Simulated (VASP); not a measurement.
Set up this calculation in VASP 6.6.1, as the native input.

- Task: single point
- Functional: PBEsol
- Potentials or basis: VASP PAW PBE potentials, release 64 (Cd, S)
- Cutoff: 520 eV
- k mesh: 2 × 2 × 2
- Occupations: gaussian, width 0.02 eV
- Spin: no spin polarisation
- Dipole correction: no
- Further INCAR settings: LREAL = Auto; ALGO = Normal; EDIFF = 1e-06; NBANDS = 92

The structure of Cd9S8 (a cell with a defect) lies in POSCAR:

```
Cd9S8
1.0
    0.0000000000      5.8238935687     -5.8238935687
    5.8238935687      5.8238935687      0.0000000000
    5.8238935687      0.0000000000     -5.8238935687
Cd S
9 8
Direct
    0.5223387866      0.5224184584     -0.0638374475
    0.4756073351      0.0018105585      0.0176588907
    1.0016918117      0.4757689108      0.0176175095
    1.0047633823      0.0049243688      0.0119811599
    0.4837232114      0.4837960149      0.5041602264
    0.4850604611      0.0419915813      0.4953144260
    1.0419422039      0.4852526006      0.4952265123
    0.9797022272     -0.0201299180      0.5628261336
    0.7236676719      0.7238022897      0.3342429729
    0.4005301561      0.4005583159      0.3135708059
    0.3485053386      0.8818231205      0.3954361413
    0.8817575286      0.3486571271      0.3953947600
    0.8822438871      0.8823769596      0.3901097218
    0.3721979075      0.3723065977      0.8706369614
    0.3745868592      0.8894523808      0.8619920575
    0.8893806933      0.3747397637      0.8619167642
    0.8557233131      0.8558737280      0.9306547992
```

One way to write it, as run:

INCAR

```
SYSTEM = Cd9S8
PREC     = Accurate       ! precision mode
ENCUT    = 520            ! plane-wave cutoff, eV
EDIFF    = 1E-6           ! SCF threshold, eV
ISMEAR   = 0              ! smearing method
SIGMA    = 0.02           ! smearing width, eV
LREAL    = Auto         
LASPH    = .True.         ! aspherical terms in the spheres
NELM     = 80             ! most SCF steps
ALGO     = Normal         ! electronic algorithm
ISIF     = 2              ! what is computed and relaxed
LWAVE    = .False.        ! write WAVECAR
LCHARG   = .True.         ! write CHGCAR
GGA      = PS             ! functional
LELF     = .True.         ! ELF
LVHAR    = .True.       
NBANDS   = 92             ! bands
```

KPOINTS

```
Automatic mesh
0
Gamma
  2 2 2
  0 0 0
```

Potentials or basis: VASP PAW PBE potentials, release 64 (Cd, S).

Command:

```bash
$ cat potpaw_PBE.64/Cd/POTCAR potpaw_PBE.64/S/POTCAR > POTCAR
$ mpirun -np 1 vasp_std > vasp.out
```

Results of the run:

| Item | Value |
| --- | --- |
| Pressure | 5.0 GPa |
| Largest force | 0.355 eV/Å |
| Band gap on the k mesh | zero (bands 78 and 79 overlap by 0.97 eV) |

Caveat: the k points lie up to 0.47 Å⁻¹ apart, too coarse for converged energies and pressures of a metal; the PAW data sets were made with another functional, which shifts forces and pressure a little.

Wall time 5.5 min on 1 thread of Intel(R) Xeon(R) 6975P-C (Granite Rapids), with other jobs on the host, peak memory 0.63 GiB.
